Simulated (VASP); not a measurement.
Here is a VASP 6.6.1 calculation.

INCAR

```
SYSTEM = Li2ZrN3
PREC = Accurate
ENCUT = 520
EDIFF = 1E-6
ISMEAR = 0
SIGMA = 0.1
LREAL = .FALSE.
LASPH = .TRUE.
NELM = 60
ALGO = Normal
ISIF = 2
LWAVE = .FALSE.
LCHARG = .TRUE.
GGA = PE
LELF = .TRUE.
LVHAR = .TRUE.
NBANDS = 26
```

The input KPOINTS:

```
Automatic mesh
0
G
  6 6 4
  0 0 0
```

The input POSCAR:

```
Li2ZrN3
1.0
    3.8435914500      0.0000000000      0.0000000000
   -1.9217957300      3.3286478400      0.0000000000
    0.0000000000      0.0000000000      6.7854297300
Li Zr N
2 1 3
Direct
    0.0000000000      0.0000000000      0.1608301200
    0.0000000000      0.0000000000      0.8391698800
    0.0000000000      0.0000000000      0.5000000000
    0.5000000000      0.0000000000      0.0000000000
    0.0000000000      0.5000000000      0.0000000000
    0.5000000000      0.5000000000      0.0000000000
```

Potentials or basis: VASP PAW PBE potentials, release 64 (Li_sv, Zr_sv, N).

Run with:

```bash
$ cat potpaw_PBE.64/Li_sv/POTCAR potpaw_PBE.64/Zr_sv/POTCAR potpaw_PBE.64/N/POTCAR > POTCAR
$ mpirun -np 1 vasp_std > vasp.out
```

(1) What does it give for the largest force?

Results:

(1) 2.306 eV/Å.

Caveat: forces of over 1 eV/Å act on the atoms, so gaps and moduli don't describe the material at rest.
